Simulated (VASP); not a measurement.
Here is a VASP 6.6.1 calculation.

File INCAR:

```
ALGO = Normal
EDIFF = 1E-6
ENCUT = 520
GGA = PE
ISIF = 2
ISMEAR = 0
LASPH = T
LCHARG = F
LREAL = F
LWAVE = F
NBANDS = 32
NELM = 100
PREC = Accurate
SIGMA = 0.1
```

KPOINTS

```
k-points
0
Gamma
  12 12 12
```

Contents of POSCAR:

```
Ge3Cl
1.0
    0.0000000000      3.4064192896      3.4064192896
    3.4064192896      0.0000000000      3.4064192896
    3.4064192896      3.4064192896      0.0000000000
Ge Cl
3 1
Direct
    0.5000000000      0.5000000000      0.5000000000
    0.2500000000      0.2500000000      0.2500000000
    0.7500000000      0.7500000000      0.7500000000
    0.0000000000      0.0000000000      0.0000000000
```

Potentials or basis: VASP PAW PBE potentials, release 64 (Ge_d, Cl).

Command:

```console
$ cat potpaw_PBE.64/Ge_d/POTCAR potpaw_PBE.64/Cl/POTCAR > POTCAR
$ mpirun -np 1 vasp_std > vasp.out
```

Q: Predict the pressure.

A: 0.0 GPa.

Caveat: an odd number of electrons without spin polarisation forces a metal; a magnetic or distorted state may lie lower.
